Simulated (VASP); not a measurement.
Wanted: the native input for a VASP 6.6.1 run.

```
Task                   : single point
Functional             : revPBE
Dispersion             : D4
Potentials or basis    : VASP PAW PBE potentials, release 64 (Cd, F)
Cutoff                 : 520 eV
k mesh                 : 8 × 8 × 8
Occupations            : gaussian, width 0.05 eV
Spin                   : no spin polarisation
Dipole correction      : no
Further INCAR settings : ALGO = Normal; EDIFF = 1e-06; NBANDS = 20
```

The structure of CdF2 lies in POSCAR:

```
CdF2
1.0
    0.0000000000      2.7197245329      2.7197245329
    2.7197245329      0.0000000000      2.7197245329
    2.7197245329      2.7197245329      0.0000000000
Cd F
1 2
Direct
    0.0000000000      0.0000000000      0.0000000000
    0.2500000000      0.2500000000      0.2500000000
    0.7500000000      0.7500000000      0.7500000000
```

This cell differs from its parent crystal: volume scaled by 0.98.

These files were run (other wordings do the same):

INCAR

```
ALGO = Normal ; EDIFF = 1E-6
ENCUT = 520 ; GGA = RE
ISIF = 2 ; ISMEAR = 0
IVDW = 13 ; LASPH = T
LCHARG = F ; LREAL = F
LWAVE = F ; NBANDS = 20
NELM = 80 ; PREC = Accurate
SIGMA = 0.05
```

KPOINTS

```
k-points
0
Gamma
  8 8 8
```

Potentials or basis: VASP PAW PBE potentials, release 64 (Cd, F).

Launch:

```console
$ cat potpaw_PBE.64/Cd/POTCAR potpaw_PBE.64/F/POTCAR > POTCAR
$ mpirun -np 1 vasp_std > vasp.out
```

It gave:

```
Pressure                   : 2.6 GPa
Band gap on the k mesh     : 3.12 eV, indirect (least direct gap 3.66 eV)
Dispersion energy per atom : -0.339 eV
```

Caveat: the PAW data sets were made with another functional, which shifts forces and pressure a little.

Wall time 21 s on 1 thread of Intel(R) Xeon(R) Platinum 8488C (Sapphire Rapids), with other jobs on the host, peak memory 0.17 GiB.
